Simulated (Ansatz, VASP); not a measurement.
Two plane-wave programs on Au

File INCAR:

```
ALGO = Fast
EDIFF = 1E-6
ENCUT = 520
GGA = PS
ISIF = 2
ISMEAR = 0
LASPH = True
LCHARG = False
LREAL = False
LWAVE = False
NBANDS = 18
NELM = 100
PREC = Accurate
SIGMA = 0.15
```

The input KPOINTS:

```
k-points
0
Gamma
  18 18 10
```

Contents of POSCAR:

```
Au
1.0
    2.8999984104      0.0000000000      0.0000000000
   -1.4499992052      2.5114722944      0.0000000000
    0.0000000000      0.0000000000      4.8800000000
Au
2
Direct
    0.1602608998      0.5399688519      0.7500000000
    0.6666666667      0.3333333333      0.2500000000
```

Input for Ansatz:

```yaml
crystal:
  lattice:
    - [2.8999984104, 0.0, 0.0]
    - [-1.4499992052, 2.5114722944, 0.0]
    - [0.0, 0.0, 4.88]
  atoms:
    - { symbol: Au, position: [0.1602608998, 0.5399688519, 0.75] }
    - { symbol: Au, position: [0.6666666667, 0.3333333333, 0.25] }
basis:
  ecutwfc: 420
kpoints:
  mp_grid: { grid: [18, 18, 10] }
hamiltonian:
  xc: pbesol
scf:
  occupations: { method: gaussian, width: 0.15 }
output:
  forces: true
  stress: true
  eigenvalues: true
```

Alike in both runs: task single point; functional PBEsol; k mesh 18 × 18 × 10; occupations gaussian, width 0.15 eV; no spin polarisation.

```csv
,VASP,Ansatz
version,VASP 6.6.1,Ansatz 0.2.0
potentials or method,"VASP PAW PBE potentials, release 64 (Au), cutoff 520 eV","scalar-relativistic, plane waves, PAW"
valence electrons in the cell,22,38
```

VASP gave:

| Item | Value |
| --- | --- |
| gap on the k mesh at the Fermi level (eV) | none |
| pressure (GPa) | -4.6 |
| traceless stress, the component that is largest in VASP (GPa) | 3.73 |
| rms of the force components (eV/Å) | 0.223 |

Question: What did Ansatz give for the same quantities?

Answer: gap on the k mesh at the Fermi level (eV): none; pressure (GPa): -4.4; traceless stress, the component that is largest in VASP (GPa): 3.76; rms of the force components (eV/Å): 0.223.

VASP's potentials were made for PBE, not for PBEsol. Atom by atom the forces differ by 0.000 eV/Å (rms over components). A gap of «none» marks a metal or a gap that the smearing closes. VASP's potentials hold 22 valence electrons a cell and Ansatz's 38, so a difference there can come from the potentials and not from the codes.

Spin-orbit coupling is off throughout.
